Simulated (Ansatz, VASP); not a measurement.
**Two plane-wave programs on HfN**

The input INCAR:

```
  PREC = Accurate
  ENCUT = 520
  EDIFF = 1E-7
  ISMEAR = 0
  SIGMA = 0.15
  LREAL = False
  LASPH = True
  NELM = 60
  ALGO = Normal
  ISIF = 2
  LWAVE = False
  LCHARG = False
  GGA = PE
  NBANDS = 14
```

KPOINTS

```
regular mesh
0
Gamma
  16 16 16
```

File POSCAR:

```
HfN
1.0
    0.0000000000      2.1146470585      2.2738140414
    2.2738140414      0.0000000000      2.2738140414
    2.2738140414      2.1146470585      0.0000000000
Hf N
1 1
Direct
    0.0013390996     -0.0013390996      0.0013390996
    0.4829361596      0.5170638404      0.4829361596
```

Input for Ansatz:

```yaml
crystal:
  lattice:
    - [0.0, 2.1146470585, 2.2738140414]
    - [2.2738140414, 0.0, 2.2738140414]
    - [2.2738140414, 2.1146470585, 0.0]
  atoms:
    - { symbol: Hf, position: [0.0013390996, -0.0013390996, 0.0013390996] }
    - { symbol: "N", position: [0.4829361596, 0.5170638404, 0.4829361596] }
basis:
  ecutwfc: 520.0
kpoints:
  mp_grid: { grid: [16, 16, 16] }
hamiltonian:
  xc: pbe
  pseudopotentials: { kind: paw, azcp: { folder: soft_1 } }
scf:
  occupations: { method: gaussian, width: 0.15 }
output:
  forces: true
  stress: true
  eigenvalues: true
```

Change from the starting cell: mode 5 frozen in at -0.078 Å, normal strain along y -0.0700.

Alike in both runs: task single point; functional PBE; k mesh 16 × 16 × 16; occupations gaussian, width 0.15 eV; no spin polarisation.

```csv
,VASP,Ansatz
version,VASP 6.6.1,Ansatz 0.2.0
potentials or method,"VASP PAW PBE potentials, release 64 (Hf_pv, N), cutoff 520 eV","scalar-relativistic, plane waves, PAW"
valence electrons in the cell,15,31
```

Ansatz gave:

| Property | Result |
| --- | --- |
| gap on the k mesh at the Fermi level (eV) | none |
| pressure (GPa) | 27.8 |
| traceless stress, the component that is largest in VASP (GPa) | 37.58 |
| rms of the force components (eV/Å) | 1.064 |

Problem. Estimate VASP's values.

Solution. gap on the k mesh at the Fermi level (eV): none; pressure (GPa): 25.5; traceless stress, the component that is largest in VASP (GPa): 37.67; rms of the force components (eV/Å): 1.072.

Atom by atom the forces differ by 0.008 eV/Å (rms over components). A gap of «none» marks a metal or a gap that the smearing closes. VASP's potentials hold 15 valence electrons a cell and Ansatz's 31, so a difference there can come from the potentials and not from the codes.

Spin-orbit coupling is off throughout.
